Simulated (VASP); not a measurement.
# Ge (Fd-3m) in VASP: notebook, part 2 of 2

VASP 6.6.1. The steps go on from the part before.

## (3) Single point, PBEsol

Contents of INCAR:

```
PREC     = Accurate       # precision mode
ENCUT    = 520            # plane-wave cutoff, eV
EDIFF    = 1E-7           # SCF threshold, eV
ISMEAR   = 0              # smearing method
SIGMA    = 0.1            # smearing width, eV
LREAL    = False          # projectors in reciprocal space
LASPH    = True           # aspherical terms in the spheres
NELM     = 80             # most SCF steps
ALGO     = Normal         # electronic algorithm
ISIF     = 2              # what is computed and relaxed
LWAVE    = False          # write WAVECAR
LCHARG   = True           # write CHGCAR
GGA      = PS             # functional
LELF     = True           # ELF
LVHAR    = True         
NBANDS   = 21             # bands
```

Contents of KPOINTS:

```
Automatic mesh
0
Gamma
  14 14 14
```

Contents of POSCAR:

```
Ge
1.0
    0.0000000000      2.6368133471      2.6368133471
    2.6368133471      0.0000000000      2.6368133471
    2.6368133471      2.6368133471      0.0000000000
Ge
2
Direct
    0.5000000000      0.5000000000      0.5000000000
    0.7500000000      0.7500000000      0.7500000000
```

Potentials or basis: VASP PAW PBE potentials, release 64 (Ge_d).

Run with:

```
cat potpaw_PBE.64/Ge_d/POTCAR > POTCAR
mpirun -np 1 vasp_std > vasp.out
```

OUTCAR:

```text
PREC = Accurate
   ENCUT = 520
   EDIFF = 1E-7
   ISMEAR = 0
   LREAL = False
   LASPH = True
   NELM = 80
   ISIF = 2
   GGA = PS

 ion  position               nearest neighbor table
   1  0.500  0.500  0.500-   2 2.28   2 2.28   2 2.28   2 2.28
   2  0.750  0.750  0.750-   1 2.28   1 2.28   1 2.28   1 2.28

  LATTYP: Found a face centered cubic cell.
 ALAT       =     5.2736266942

  Lattice vectors:

 A1 = (   0.0000000000,   2.6368133471,   2.6368133471)
 A2 = (   2.6368133471,   0.0000000000,   2.6368133471)
 A3 = (   2.6368133471,   2.6368133471,   0.0000000000)

Analysis of symmetry for initial positions (statically):
=====================================================================
 Subroutine PRICEL returns:
 Original cell was already a primitive cell.

 Routine SETGRP: Setting up the symmetry group for a
 face centered cubic supercell.

 Subroutine GETGRP returns: Found 48 space group operations
 (whereof 24 operations were pure point group operations)
 out of a pool of 48 trial point group operations.

The static configuration has the point symmetry T_d .
 The point group associated with its full space group is O_h .
[... 158 lines left out ...]
  free energy    TOTEN  =        -9.30418985 eV

  energy without entropy =       -9.30405029  energy(sigma->0) =       -9.30412007

 E-fermi :   7.2153     XC(G=0): -11.1715

 val. band max:        7.1712269464   @ k =   0.0000   0.0000   0.0000
 cond. band min:       7.2973367335   @ k =   0.4286   0.4286   0.0000
 fundamental gap:      0.1261097871
 Fermi energy:         7.2153191635

 k-point     1 :       0.0000    0.0000    0.0000
  band No.  band energies     occupation
      1     -18.0369      2.00000
      2     -18.0369      2.00000
      3     -18.0369      2.00000
      4     -17.9808      2.00000
      5     -17.9808      2.00000
      6     -17.6223      2.00000
[... 565 lines left out ...]
     20      17.1049      0.00000
     21      17.5297      0.00000

 [... further k-points ...]

------------------------ aborting loop because EDIFF is reached ----------------------------------------

  FORCE on cell =-STRESS in cart. coord.  units (eV):
  Direction    XX          YY          ZZ          XY          YZ          ZX
  --------------------------------------------------------------------------------------
  -------------------------------------------------------------------------------------
  Total        5.6922076      5.6922076      5.6922076     -0.0000000     -0.0000000      0.0000000
  in kB      248.7271275    248.7271275    248.7271275     -0.0000000     -0.0000000      0.0000000
  external PRESSURE =     248.7271275 kB  Pullay stress =       0.0000000 kB

 VOLUME and BASIS-vectors are now :
 -----------------------------------------------------------------------------
  energy-cutoff  :      520.00
  volume of cell :       36.67
      direct lattice vectors                 reciprocal lattice vectors
     0.000000000  2.636813347  2.636813347    -0.189622827  0.189622827  0.189622827
     2.636813347  0.000000000  2.636813347     0.189622827 -0.189622827  0.189622827
     2.636813347  2.636813347  0.000000000     0.189622827  0.189622827 -0.189622827

 POSITION                                       TOTAL-FORCE (eV/Angst)
 -----------------------------------------------------------------------------------
      2.63681      2.63681      2.63681         0.000000      0.000000     -0.000000
      3.95522      3.95522      3.95522        -0.000000     -0.000000      0.000000
 -----------------------------------------------------------------------------------
    total drift:                                0.000000      0.000000      0.000000

  FREE ENERGIE OF THE ION-ELECTRON SYSTEM (eV)
  ---------------------------------------------------
  free  energy   TOTEN  =        -9.3041898547 eV

  energy  without entropy=       -9.3040502931  energy(sigma->0) =       -9.30412007
```

OSZICAR:

```text
N       E                     dE             d eps       ncg     rms          rms(c)
DAV:   1     0.185365689949E+03    0.18537E+03   -0.14222E+04  4923   0.389E+03
DAV:   2     0.158238601914E+02   -0.16954E+03   -0.16380E+03  4388   0.608E+02
DAV:   3    -0.882678911796E+01   -0.24651E+02   -0.24484E+02  4893   0.139E+02
DAV:   4    -0.956465538296E+01   -0.73787E+00   -0.73732E+00  5031   0.285E+01
DAV:   5    -0.957539487273E+01   -0.10739E-01   -0.10739E-01  4943   0.367E+00    0.434E+00
DAV:   6    -0.938795905313E+01    0.18744E+00   -0.55698E-02  4863   0.206E+00    0.246E+00
DAV:   7    -0.930291129111E+01    0.85048E-01   -0.10448E-01  5185   0.255E+00    0.174E-01
DAV:   8    -0.930408267803E+01   -0.11714E-02   -0.73401E-03  4978   0.871E-01    0.535E-02
DAV:   9    -0.930419334730E+01   -0.11067E-03   -0.14415E-04  4848   0.867E-02    0.157E-02
DAV:  10    -0.930418902922E+01    0.43181E-05   -0.95765E-06  5976   0.485E-02    0.478E-03
DAV:  11    -0.930419002472E+01   -0.99550E-06   -0.19503E-06  4743   0.993E-03    0.229E-03
DAV:  12    -0.930418990129E+01    0.12343E-06   -0.13988E-07  3459   0.790E-03    0.464E-04
DAV:  13    -0.930418985467E+01    0.46619E-07   -0.26284E-08  2699   0.123E-03
   1 F= -.93041899E+01 E0= -.93041201E+01  d E =-.139562E-03
```

stdout:

```text
POSCAR found type information on POSCAR Ge
 POSCAR found :  1 types and       2 ions
 scaLAPACK will be used
 -----------------------------------------------------------------------------
|                                                                             |
|                                                                             |
|     You enforced a specific xc type in the INCAR file but a different       |
|     I HOPE YOU KNOW WHAT YOU ARE DOING!                                     |
|                                                                             |
 -----------------------------------------------------------------------------

 LDA part: xc-table for (Slater+PW92), standard interpolation
 POSCAR, INCAR and KPOINTS ok, starting setup
 FFT: planning ... GRIDC
 FFT: planning ... GRID_SOFT
 FFT: planning ... GRID
 WAVECAR not read
 entering main loop
```

It took 53 s on 1 thread of Intel Xeon 6975P-C, shared host; peak memory 0.2 GiB.

Results:

| Quantity | Value |
| --- | --- |
| Free energy | -9.3042 eV |
| Pressure | 24.9 GPa |
| Band gap on the k mesh | 0.13 eV, indirect (least direct gap 2.06 eV) |

Levels at points of the mesh, in eV from the valence-band top:
```
           k point  band 11  band 12  band 13  band 14  band 15  band 16  band 17  band 18
(0.00, 0.00, 0.00)   -14.62     0.00     0.00     0.00     2.06     2.58     2.58     2.58
(0.50, 0.00, 0.00)   -11.93    -8.84    -1.78    -1.78     0.85     3.75     3.75     6.95
(0.50, 0.50, 0.00)    -9.85    -9.85    -3.93    -3.93     0.31     0.31    11.34    11.34
```

Caveat: the PAW data sets were made with another functional, which shifts forces and pressure a little.

## (4) Relaxation of cell and atoms, PBEsol, target pressure 12 GPa, at which the enthalpy is minimised

This run uses another cell than the first one, of 20.01 Å³/atom, 1.092 times its volume.

Contents of INCAR:

```
PREC = Accurate ; ENCUT = 600
EDIFF = 1E-6 ; ISMEAR = 0
SIGMA = 0.1 ; LREAL = F
LASPH = T ; NELM = 80
ALGO = Normal ; ISIF = 3
LWAVE = F ; LCHARG = F
GGA = PS ; IBRION = 2
NSW = 70 ; EDIFFG = -0.008
PSTRESS = 120.0
```

Contents of KPOINTS:

```
regular mesh
0
Gamma
  12 12 12
```

Contents of POSCAR:

```
Ge
1.0
    0.0000000000      2.7150139845      2.7150139845
    2.7150139845      0.0000000000      2.7150139845
    2.7150139845      2.7150139845      0.0000000000
Ge
2
Direct
    0.5000000000      0.5000000000      0.5000000000
    0.7500000000      0.7500000000      0.7500000000
```

Run with:

```
cat potpaw_PBE.64/Ge_d/POTCAR > POTCAR
mpirun -np 1 vasp_std > vasp.out
```

Run time: 77 s. Hardware: 1 thread of Intel Xeon 6975P-C, shared host; peak memory 0.22 GiB.

The run converged. Its results:

- Free energy: -9.6877 eV
- Relaxed volume: 20.04 Å³/atom
- Relaxed cell: a = 3.841 Å, b = 3.841 Å, c = 3.841 Å, α = 60.00°, β = 60.00°, γ = 60.00°
- Space group after relaxing (to 0.05 Å): Fd-3m (No. 227)
- Energy change on relaxing (the enthalpy is what falls): -1.8 meV/atom
- Ionic steps: 4
- Pressure after relaxing: 12.0 GPa
- Band gap on the k mesh: 0.29 eV, indirect (least direct gap 1.15 eV)

The path:
| step | energy change (eV) | largest force (eV/Å) | pressure (GPa) | volume (Å³) |
| --- | --- | --- | --- | --- |
| 1 | 0.0000 | 0.0000 | 12.09 | 40.03 |
| 2 | -0.0047 | 0.0000 | 11.88 | 40.09 |
| 3 | -0.0019 | 0.0000 | 12.21 | 40.05 |
| 4 | -0.0037 | 0.0000 | 12.00 | 40.08 |

Final structure:
```
Ge
1.0
     0.00000    2.71611    2.71611
     2.71611    0.00000    2.71611
     2.71611    2.71611    0.00000
Ge
2
Direct
  0.50000 0.50000 0.50000
  0.75000 0.75000 0.75000
```

Levels at points of the mesh, in eV from the valence-band top:
| k point | band 12 | band 13 | band 14 | band 15 | band 16 | band 17 |
| --- | --- | --- | --- | --- | --- | --- |
| (0.00, 0.00, 0.00) | 0.00 | 0.00 | 0.00 | 1.15 | 2.57 | 2.57 |
| (0.50, 0.00, 0.00) | -8.27 | -1.61 | -1.61 | 0.52 | 3.75 | 3.75 |
| (0.50, 0.50, 0.00) | -9.41 | -3.55 | -3.55 | 0.48 | 0.48 | 10.54 |

Caveat: the cell is relaxed towards a set pressure, so the enthalpy falls and the energy may rise; the PAW data sets were made with another functional, which shifts forces and pressure a little. A k mesh can miss the band edges.

## (5) Relaxation of cell and atoms, PBEsol, target pressure 4 GPa, at which the enthalpy is minimised

This run uses another cell than the first one, of 21.65 Å³/atom, 1.181 times its volume.

Contents of INCAR:

```
SYSTEM = Ge
ALGO = Normal ; EDIFF = 1E-6
EDIFFG = -0.008 ; ENCUT = 600
GGA = PS ; IBRION = 2
ISIF = 3 ; ISMEAR = 0
LASPH = .TRUE. ; LCHARG = .FALSE.
LREAL = .FALSE. ; LWAVE = .FALSE.
NELM = 80 ; NSW = 70
PREC = Accurate ; PSTRESS = 40.0
SIGMA = 0.1
```

Contents of KPOINTS:

```
k-points
0
G
  12 12 12
  0 0 0
```

Contents of POSCAR:

```
Ge
1.0
    0.0000000000      2.7869066990      2.7869066990
    2.7869066990      0.0000000000      2.7869066990
    2.7869066990      2.7869066990      0.0000000000
Ge
2
Direct
    0.5000000000      0.5000000000      0.5000000000
    0.7500000000      0.7500000000      0.7500000000
```

Run with:

```
cat potpaw_PBE.64/Ge_d/POTCAR > POTCAR
mpirun -np 1 vasp_std > vasp.out
```

Wall time 72 s (1 thread of Intel Xeon 6975P-C, shared host); peak memory 0.21 GiB.

Results (log left out):

| Item | Value |
| --- | --- |
| Free energy | -9.8459 eV |
| Relaxed volume | 21.67 Å³/atom |
| Relaxed cell | a = 3.943 Å, b = 3.943 Å, c = 3.943 Å, α = 60.00°, β = 60.00°, γ = 60.00° |
| Space group after relaxing (to 0.05 Å) | Fd-3m (No. 227) |
| Energy change on relaxing (the enthalpy is what falls) | -0.6 meV/atom |
| Ionic steps | 4 |
| Pressure after relaxing | 4.0 GPa |
| Band gap on the k mesh | 0.26 eV, indirect (least direct gap 0.40 eV) |

Step by step:
| step | energy change (eV) | largest force (eV/Å) | pressure (GPa) | volume (Å³) |
| --- | --- | --- | --- | --- |
| 1 | 0.0000 | 0.0000 | 4.09 | 43.29 |
| 2 | -0.0018 | 0.0000 | 3.83 | 43.36 |
| 3 | -0.0006 | 0.0000 | 4.14 | 43.32 |
| 4 | -0.0012 | 0.0000 | 4.00 | 43.34 |

Final structure:
```
Ge
1.0
     0.00000    2.78788    2.78788
     2.78788    0.00000    2.78788
     2.78788    2.78788    0.00000
Ge
2
Direct
  0.50000 0.50000 0.50000
  0.75000 0.75000 0.75000
```

Levels at points of the mesh, in eV from the valence-band top:
```tsv
k point	band 12	band 13	band 14	band 15	band 16	band 17
(0.00, 0.00, 0.00)	0.00	0.00	0.00	0.40	2.55	2.55
(0.50, 0.00, 0.00)	-7.84	-1.48	-1.48	0.26	3.73	3.73
(0.50, 0.50, 0.00)	-9.07	-3.25	-3.25	0.61	0.61	9.86
```

Caveat: the cell is relaxed towards a set pressure, so the enthalpy falls and the energy may rise; the PAW data sets were made with another functional, which shifts forces and pressure a little. A k mesh can miss the band edges.

## (6) Relaxation of cell and atoms, PBEsol, target pressure 90 GPa, at which the enthalpy is minimised

This run uses another cell than the first one, of 15.04 Å³/atom, 0.821 times its volume.

Contents of INCAR:

```
PREC = Accurate
ENCUT = 600
EDIFF = 1E-6
ISMEAR = 0
SIGMA = 0.1
LREAL = False
LASPH = True
NELM = 80
ALGO = Normal
ISIF = 3
LWAVE = False
LCHARG = False
GGA = PS
IBRION = 2
NSW = 70
EDIFFG = -0.008
PSTRESS = 900.0
```

Contents of KPOINTS:

```
regular mesh
0
Gamma
  14 14 14
```

Contents of POSCAR:

```
Ge
1.0
    0.0000000000      2.4686297564      2.4686297564
    2.4686297564      0.0000000000      2.4686297564
    2.4686297564      2.4686297564      0.0000000000
Ge
2
Direct
    0.5000000000      0.5000000000      0.5000000000
    0.7500000000      0.7500000000      0.7500000000
```

Potentials or basis: VASP PAW PBE potentials, release 64 (Ge_d).

Run with:

```
cat potpaw_PBE.64/Ge_d/POTCAR > POTCAR
mpirun -np 1 vasp_std > vasp.out
```

Run time: 3.1 min. Hardware: 1 thread of Intel Xeon 6975P-C, shared host; peak memory 0.2 GiB.

The run converged. Its results:

- Free energy: -6.7584 eV
- Relaxed volume: 14.39 Å³/atom
- Relaxed cell: a = 3.440 Å, b = 3.440 Å, c = 3.440 Å, α = 60.00°, β = 60.00°, γ = 60.00°
- Space group after relaxing (to 0.05 Å): Fd-3m (No. 227)
- Energy change on relaxing (the enthalpy is what falls): +332.5 meV/atom
- Ionic steps: 7
- Pressure after relaxing: 90.0 GPa
- Band gap on the k mesh: zero (band 14 reaches 10.57 eV, above the bottom of band 15 at 10.07 eV)

Step by step:
| step | energy change (eV) | largest force (eV/Å) | pressure (GPa) | volume (Å³) |
| --- | --- | --- | --- | --- |
| 1 | 0.0000 | 0.0000 | 73.63 | 30.09 |
| 2 | 4.7665 | 0.0000 | 191.46 | 23.88 |
| 3 | 0.6093 | 0.0000 | 88.62 | 28.88 |
| 4 | 0.6572 | 0.0000 | 89.77 | 28.80 |
| 5 | 0.6715 | 0.0000 | 90.23 | 28.77 |
| 6 | 0.6305 | 0.0000 | 89.07 | 28.84 |
| 7 | 0.6650 | 0.0000 | 89.96 | 28.78 |

Final structure:
```cif
data_structure
_symmetry_space_group_name_H-M 'P 1'
_symmetry_Int_Tables_number 1
_cell_length_a 3.4399
_cell_length_b 3.4399
_cell_length_c 3.4399
_cell_angle_alpha 60.000
_cell_angle_beta 60.000
_cell_angle_gamma 60.000
_cell_volume 28.78
loop_
_atom_site_label
_atom_site_type_symbol
_atom_site_fract_x
_atom_site_fract_y
_atom_site_fract_z
_atom_site_occupancy
Ge1 Ge 0.50000 0.50000 0.50000 1
Ge2 Ge 0.75000 0.75000 0.75000 1
```

Levels at points of the mesh, in eV from the Fermi level:
| k point | band 10 | band 11 | band 12 | band 13 | band 14 | band 15 | band 16 | band 17 | band 18 |
| --- | --- | --- | --- | --- | --- | --- | --- | --- | --- |
| (0.00, 0.00, 0.00) | -25.11 | -17.01 | 0.30 | 0.30 | 0.30 | 2.78 | 2.78 | 2.78 | 4.93 |
| (0.50, 0.00, 0.00) | -25.07 | -13.44 | -10.54 | -2.03 | -2.03 | 2.12 | 3.90 | 3.90 | 6.93 |
| (0.50, 0.50, 0.00) | -25.03 | -11.04 | -11.04 | -4.88 | -4.88 | -0.04 | -0.04 | 13.95 | 13.95 |

Caveat: the cell is relaxed towards a set pressure, so the enthalpy falls and the energy may rise; the PAW data sets were made with another functional, which shifts forces and pressure a little.

## (7) Overview

| task | cell | k mesh | cutoff (eV) | gap on the mesh (eV) | pressure (GPa) |
| --- | --- | --- | --- | --- | --- |
| single point | a = 3.729 Å, angles 60.0°, 2 atoms | 14 × 14 × 14 | 520 | 0.13 | 24.9 |
| relaxation of cell and atoms | relaxed to 12 GPa from a = 3.840 Å, angles 60.0°, 2 atoms | 12 × 12 × 12 | 600 | 0.29 | 12.0 |
| relaxation of cell and atoms | relaxed to 4 GPa from a = 3.941 Å, angles 60.0°, 2 atoms | 12 × 12 × 12 | 600 | 0.26 | 4.0 |
| relaxation of cell and atoms | relaxed to 90 GPa from a = 3.491 Å, angles 60.0°, 2 atoms | 14 × 14 × 14 | 600 | none | 90.0 |

Alike in all rows: level PBEsol; potentials or basis VASP PAW PBE potentials, release 64 (Ge_d); no spin polarisation; smearing gaussian 0.1 eV.

Caveats: the PAW data sets were made with another functional, which shifts forces and pressure a little; the cell is relaxed towards a set pressure, so the enthalpy falls and the energy may rise (some runs).

Absolute energies hang on the potentials; compare differences alone.
